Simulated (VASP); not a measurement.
# HfH2: single point with PBEsol

The system is HfH2.

```
Hf H
1.0
     3.49025    0.00000    0.00000
     0.00000    3.49025    0.00000
     0.00000    0.00000    4.11054
Hf H
2 4
Direct
  0.00000 0.00000 0.00000
  0.50000 0.50000 0.50000
  0.00000 0.50000 0.25000
  0.50000 0.00000 0.25000
  0.50000 0.00000 0.75000
  0.00000 0.50000 0.75000
```

This cell differs from its parent crystal: uniaxial strain along c: -3.0 %.

```yaml
Program: VASP 6.6.1
Task: single point
Functional: PBEsol
Potentials_or_basis: VASP PAW PBE potentials, release 64 (Hf_pv, H)
Cutoff: 520 eV
k_mesh: 10 × 10 × 8
Occupations: gaussian, width 0.1 eV
Spin: no spin polarisation
```

The pressure is 1.2 GPa and the band gap on the k mesh is zero (bands 12 and 13 overlap by 1.09 eV).

Stress tensor (GPa, compression positive):
```
0.19 0.00 0.00
0.00 0.19 0.00
0.00 0.00 3.13
```

Levels at points of the mesh, in eV from the Fermi level:
| k point | band 9 | band 10 | band 11 | band 12 | band 13 | band 14 | band 15 | band 16 |
| --- | --- | --- | --- | --- | --- | --- | --- | --- |
| (0.00, 0.00, 0.00) | -3.83 | -3.60 | -0.91 | -0.40 | -0.40 | 0.80 | 1.59 | 3.36 |
| (0.50, 0.00, 0.00) | -4.85 | -4.85 | -1.47 | -1.47 | 0.82 | 0.82 | 1.81 | 1.81 |
| (0.50, 0.50, 0.00) | -5.87 | -5.87 | -4.29 | -4.29 | 3.90 | 3.90 | 4.04 | 4.04 |
| (0.00, 0.00, 0.50) | -6.09 | -6.09 | 0.69 | 0.69 | 0.69 | 0.69 | 1.28 | 1.28 |
| (0.50, 0.00, 0.50) | -5.06 | -5.06 | -1.08 | -1.08 | 1.14 | 1.14 | 3.78 | 3.78 |
| (0.50, 0.50, 0.50) | -6.22 | -6.22 | -2.34 | -2.34 | 1.84 | 1.84 | 3.97 | 3.97 |

It took 47 s on 1 thread of Intel(R) Xeon(R) 6975P-C (Granite Rapids), on a shared host, peak memory 0.23 GiB.

Caveat: the cell differs from its parent crystal (uniaxial strain along c: -3.0 %); the PAW data sets were made with another functional, which shifts forces and pressure a little; spin-orbit coupling is left out, which moves the levels of the heavy elements.
